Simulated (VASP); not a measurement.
**Si: relaxation of cell and atoms with LDA**

The system is Si.

```
Si
1.0
     0.00000    2.73000    2.73000
     2.73000    0.00000    2.73000
     2.73000    2.73000    0.00000
Si
2
Direct
  0.00000 0.00000 0.00000
  0.25000 0.25000 0.25000
```

```json
{"Program": "VASP 6.6.1", "Task": "relaxation of cell and atoms", "Functional": "LDA", "Potentials or basis": "VASP PAW LDA potentials, release 64 (Si)", "Cutoff": "600 eV", "k mesh": "18 × 18 × 18", "Occupations": "gaussian, width 0.02 eV", "Spin": "no spin polarisation", "Dipole correction": "no", "Further INCAR settings": "ALGO = Normal; EDIFF = 1e-06; IBRION = 2; EDIFFG = -0.005; NSW = 80; ISIF = 3"}
```

```yaml
Relaxed_volume: 19.72 Å³/atom
Relaxed_cell: a = 3.821 Å, b = 3.821 Å, c = 3.821 Å, α = 60.00°, β = 60.00°, γ = 60.00°
Space_group_after_relaxing_to_0.05_Å: Fd-3m (No. 227)
Energy_gained_by_relaxing: 5.8 meV/atom
Ionic_steps: 3
Pressure_after_relaxing: 0.0 GPa
Band_gap_on_the_k_mesh: 0.45 eV, indirect (least direct gap 2.53 eV)
```

Step by step:
| step | energy change (eV) | largest force (eV/Å) | pressure (GPa) | volume (Å³) |
| --- | --- | --- | --- | --- |
| 1 | 0.0000 | 0.0000 | -2.84 | 40.69 |
| 2 | -0.0061 | 0.0000 | 2.15 | 38.60 |
| 3 | -0.0115 | 0.0000 | 0.00 | 39.43 |

Final structure:
```xyz
2
Lattice="0.0000 2.7015 2.7015 2.7015 0.0000 2.7015 2.7015 2.7015 0.0000" Properties=species:S:1:pos:R:3 pbc="T T T"
Si    0.0000    0.0000    0.0000
Si    1.3508    1.3508    1.3508
```

Levels at points of the mesh, in eV from the valence-band top:
| k point | band 1 | band 2 | band 3 | band 4 | band 5 | band 6 | band 7 | band 8 |
| --- | --- | --- | --- | --- | --- | --- | --- | --- |
| (0.00, 0.00, 0.00) | -12.06 | 0.00 | 0.00 | 0.00 | 2.53 | 2.53 | 2.53 | 3.39 |
| (0.50, 0.00, 0.00) | -9.68 | -7.06 | -1.21 | -1.21 | 1.48 | 3.29 | 3.29 | 7.54 |
| (0.50, 0.50, 0.00) | -7.86 | -7.86 | -2.89 | -2.89 | 0.58 | 0.58 | 10.11 | 10.11 |

It took 61 s on 1 thread of Intel(R) Xeon(R) Platinum 8488C (Sapphire Rapids) (shared host), peak memory 0.19 GiB.

A k mesh can miss the band edges. LDA gaps usually lie below the measured ones, often by a third to a half.
